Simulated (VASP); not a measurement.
Write the native input for VASP 6.6.1 that does the following.

```
Task                   : single point
Functional             : PBEsol
Potentials or basis    : VASP PAW PBE potentials, release 64 (Ta_pv, N)
Cutoff                 : 520 eV
k mesh                 : 12 × 12 × 10
Occupations            : methfessel-paxton, width 0.05 eV
Spin                   : no spin polarisation
Dipole correction      : no
Further INCAR settings : ALGO = Normal; EDIFF = 1e-07; NBANDS = 15
```

The structure of TaN lies in POSCAR:

```
TaN
1.0
    2.9380000000      0.0000000000      0.0000000000
   -1.4690000000      2.5443830000      0.0000000000
    0.0000000000      0.0000000000      2.8830000000
Ta N
1 1
Direct
    0.3333333333      0.6666666667      0.5000000000
    0.0000000000      0.0000000000      0.0000000000
```

These files were run (other wordings do the same):

INCAR

```
ALGO = Normal
EDIFF = 1E-7
ENCUT = 520
GGA = PS
ISIF = 2
ISMEAR = 1
LASPH = T
LCHARG = F
LREAL = F
LWAVE = F
NBANDS = 15
NELM = 60
PREC = Accurate
SIGMA = 0.05
```

KPOINTS

```
k-points
0
Gamma
  12 12 10
```

Potentials or basis: VASP PAW PBE potentials, release 64 (Ta_pv, N).

Command:

```console
$ cat potpaw_PBE.64/Ta_pv/POTCAR potpaw_PBE.64/N/POTCAR > POTCAR
$ mpirun -np 1 vasp_std > vasp.out
```

Results of the run:

```
Pressure               : -4.1 GPa
Band gap on the k mesh : zero (band 8 reaches 8.49 eV, above the bottom of band 9 at 7.99 eV)
```

Caveat: the PAW data sets were made with another functional, which shifts forces and pressure a little; spin-orbit coupling is left out, which moves the levels of the heavy elements.

Wall time 22 s on 1 thread of Intel(R) Xeon(R) Platinum 8375C CPU @ 2.90GHz (Ice Lake), on a shared host, peak memory 0.16 GiB.
